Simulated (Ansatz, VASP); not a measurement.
**Ti in VASP and in Ansatz**

```xyz
2
Lattice="2.8638 0.0000 0.0000 -1.4319 2.4802 0.0000 0.0000 0.0000 4.5332" Properties=species:S:1:pos:R:3 pbc="T T T"
Ti    0.0000    1.6534    1.1333
Ti    1.4319    0.8267    3.3999
```

Alike in both runs: functional LDA; k mesh 16 × 16 × 10; occupations gaussian, width 0.1 eV; no spin polarisation.

Ansatz relaxed the structure, and its values are those at the end. VASP's run is a single point on that final structure, the one shown.

```csv
,VASP,Ansatz
version,VASP 6.6.1,Ansatz 0.2.0
potentials or method,"VASP PAW LDA potentials, release 64 (Ti_sv)","scalar-relativistic, plane waves, PAW"
plane-wave cutoff (eV),520,420
valence electrons in the cell,24,24
```

```tsv
	VASP	Ansatz	Ansatz less VASP
gap on the k mesh at the Fermi level (eV)	none	none	-
pressure (GPa)	-0.2	0.0	+0.18
```

LDA's correlation is that of Perdew and Zunger in VASP and of Perdew and Wang (1992) in Ansatz. A gap of «none» marks a metal or a gap that the smearing closes.
